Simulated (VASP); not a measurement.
**MgO: single point with PBE**

Crystal: MgO.

```xyz
2
Lattice="2.9767 0.0000 0.0000 -1.4883 2.5779 0.0000 0.0000 0.0000 2.7149" Properties=species:S:1:pos:R:3 pbc="T T T"
Mg    0.0000    0.0000    0.0000
O     0.0000    1.7186    1.3575
```

* Program: VASP 6.6.1
* Task: single point
* Functional: PBE
* Potentials or basis: VASP PAW PBE potentials, release 64 (Mg, O)
* Cutoff: 520 eV
* k mesh: 10 × 10 × 10
* Occupations: fermi-dirac, width 0.05 eV
* Spin: no spin polarisation

```
Pressure               : -5.6 GPa
Band gap on the k mesh : 2.72 eV, indirect (least direct gap 3.10 eV)
```

Stress tensor (GPa, compression positive):
```
-5.20  0.00  0.00
 0.00 -5.20  0.00
 0.00  0.00 -6.50
```

Levels at points of the mesh, in eV from the valence-band top:
```
           k point  band 1  band 2  band 3  band 4  band 5  band 6  band 7  band 8
(0.00, 0.00, 0.00)  -17.23   -0.57   -0.57   -0.39    2.72   11.74   15.24   15.24
(0.50, 0.00, 0.00)  -16.27   -4.69   -1.25   -0.04    6.41   10.10   12.83   17.25
(0.00, 0.00, 0.50)  -16.23   -5.16   -0.08   -0.08    7.95    8.69   17.27   17.27
(0.50, 0.00, 0.50)  -15.57   -3.56   -3.20   -0.77    5.71   11.15   13.44   14.44
```

It took 24 s on 1 thread of Intel Xeon 8259CL, on a shared host, peak memory 0.15 GiB.

A k mesh can miss the band edges. As with any semilocal functional, this PBE gap is likely too small.
